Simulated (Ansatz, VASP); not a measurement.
**AlB3P4 in VASP and in Ansatz**

```
CELL_PARAMETERS angstrom
3.33973 0.00000 0.00000
0.00000 3.33973 0.00000
0.00000 0.00000 9.85418
ATOMIC_POSITIONS crystal
Al 0.00000 0.00000 0.00000
B 0.50000 0.50000 0.72723
B 0.00000 0.00000 0.50000
B 0.50000 0.50000 0.27277
P 0.00000 0.50000 0.61323
P 0.50000 0.00000 0.38677
P 0.00000 0.50000 0.16100
P 0.50000 0.00000 0.83900
```

Alike in both runs: task relaxation of cell and atoms; functional PBE; k mesh 10 × 10 × 4; occupations gaussian, width 0.02 eV; no spin polarisation.

|  | VASP | Ansatz |
| --- | --- | --- |
| version | VASP 6.6.1 | Ansatz 0.2.0 |
| potentials or method | VASP PAW PBE potentials, release 64 (Al, B, P), cutoff 600 eV | scalar-relativistic, plane waves, PAW |
| valence electrons in the cell | 32 | 32 |

```csv
,VASP,Ansatz,Ansatz less VASP
"gap on the k mesh at the Fermi level, each at its own relaxed structure (eV)",0.51,0.51,+0.004
relaxed volume (Å³/atom),13.74,13.76,+0.018
relaxed cell length with the largest relative difference (Å),3.344,3.345,+0.0014
```
